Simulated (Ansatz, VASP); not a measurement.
## One calculation of ZrB2, two programs

File INCAR:

```
SYSTEM = ZrB2
ALGO = Normal ; EDIFF = 1E-6
ENCUT = 520 ; GGA = PE
ISIF = 2 ; ISMEAR = -1
LASPH = .True. ; LCHARG = .False.
LREAL = .False. ; LWAVE = .False.
NBANDS = 16 ; NELM = 80
PREC = Accurate ; SIGMA = 0.15
```

KPOINTS

```
k-points
0
Gamma
  10 10 8
  0 0 0
```

Contents of POSCAR:

```
ZrB2
1.0
    3.1805316388      0.0000000000      0.0000000000
   -1.5902658194      2.7544216683      0.0000000000
    0.0000000000      0.0000000000      3.5447376278
Zr B
1 2
Direct
    0.0000000000      0.0000000000      0.0000000000
    0.3333333333      0.6666666667      0.5000000000
    0.6666666667      0.3333333333      0.5000000000
```

Input for Ansatz:

```yaml
crystal:
  lattice:
    - [3.180531638828423, 0.0, 0.0]
    - [-1.5902658194142114, 2.754421668330381, 0.0]
    - [0.0, 0.0, 3.544737627754201]
  atoms:
    - { symbol: Zr, position: [0.0, 0.0, 0.0] }
    - { symbol: B, position: [0.3333333333333333, 0.6666666666666666, 0.5] }
    - { symbol: B, position: [0.6666666666666666, 0.3333333333333333, 0.5] }
basis:
  ecutwfc: 420.0
kpoints:
  mp_grid:
    grid: [10, 10, 8]
hamiltonian:
  xc: pbe
scf:
  occupations:
    method: fermi_dirac
    width: 0.15
output:
  stress: true
```

Alike in both runs: task single point; functional PBE; k mesh 10 × 10 × 8; occupations fermi-dirac, width 0.15 eV; no spin polarisation.

```csv
,VASP,Ansatz
version,VASP 6.6.1,Ansatz 0.2.0
potentials or method,"VASP PAW PBE potentials, release 64 (Zr_sv, B), cutoff 520 eV","plane waves, PAW"
valence electrons in the cell,18,18
```

VASP gave:

```
pressure (GPa)                                                : -1.4
traceless stress, the component that is largest in VASP (GPa) : 0.66
```

Q: What did Ansatz give for the same quantities?

A: Pressure (GPa): -1.5; traceless stress, the component that is largest in VASP (GPa): 0.62.
